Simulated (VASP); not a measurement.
Write the native input for VASP 6.6.1 that does the following.

| Item | Value |
| --- | --- |
| Task | density of states |
| Functional | PBEsol |
| Potentials or basis | VASP PAW PBE potentials, release 64 (Al, O) |
| Cutoff | 520 eV |
| k mesh | 11 × 11 × 3 |
| Occupations | fermi-dirac, width 0.05 eV |
| Spin | no spin polarisation |
| Dipole correction | no |
| k mesh for the DOS | 17 × 17 × 5 |
| Occupations for the DOS | tetrahedron |
| Further INCAR settings | ALGO = Normal; EDIFF = 1e-07 |

Crystal: Al2O3.

```
CELL_PARAMETERS angstrom
2.88432 0.00000 0.00000
-1.44216 2.49790 0.00000
0.00000 0.00000 9.33675
ATOMIC_POSITIONS crystal
Al 0.00000 0.00000 0.85001
Al 0.00000 0.00000 0.14999
O 0.33333 0.66667 0.77768
O 0.66667 0.33333 0.00000
O 0.33333 0.66667 0.22232
```

The input as run:

POSCAR

```
Al2O3
1.0
    2.8843249483      0.0000000000      0.0000000000
   -1.4421624742      2.4978986780      0.0000000000
    0.0000000000      0.0000000000      9.3367544600
Al O
2 3
Direct
    0.0000000000      0.0000000000      0.8500076700
    0.0000000000      0.0000000000      0.1499923300
    0.3333333333      0.6666666667      0.7776830800
    0.6666666667      0.3333333333      0.0000000000
    0.3333333333      0.6666666667      0.2223169200
```

INCAR.step1

```
PREC = Accurate
ENCUT = 520
EDIFF = 1E-7
ISMEAR = -1
SIGMA = 0.05
LREAL = F
LASPH = T
NELM = 100
ALGO = Normal
ISIF = 2
LWAVE = F
LCHARG = T
GGA = PS
NBANDS = 20
```

KPOINTS.step1

```
Automatic mesh
0
Gamma
  11 11 3
```

INCAR.step2

```
PREC = Accurate
ENCUT = 520
EDIFF = 1E-7
ISMEAR = -5
SIGMA = 0.05
LREAL = F
LASPH = T
NELM = 100
ALGO = Normal
ISIF = 2
LWAVE = F
LCHARG = F
GGA = PS
LORBIT = 10
NEDOS = 2001
ICHARG = 11
```

KPOINTS.step2

```
Automatic mesh
0
Gamma
  17 17 5
```

Potentials or basis: VASP PAW PBE potentials, release 64 (Al, O).

Run with:

```sh
$ cat potpaw_PBE.64/Al/POTCAR potpaw_PBE.64/O/POTCAR > POTCAR
$ cp INCAR.step1 INCAR
$ cp KPOINTS.step1 KPOINTS
$ mpirun -np 1 vasp_std > vasp.out
$ cp INCAR.step2 INCAR
$ cp KPOINTS.step2 KPOINTS
$ mpirun -np 1 vasp_std > vasp.out
```

Results of the run:

The valence electrons inside the program's atomic spheres are Al 0.73; O 5.17, 5.03.

Run time: 91 s on 1 thread of AMD EPYC 7R43 64-Core Processor (Zen 3) (shared host), peak memory 0.2 GiB.
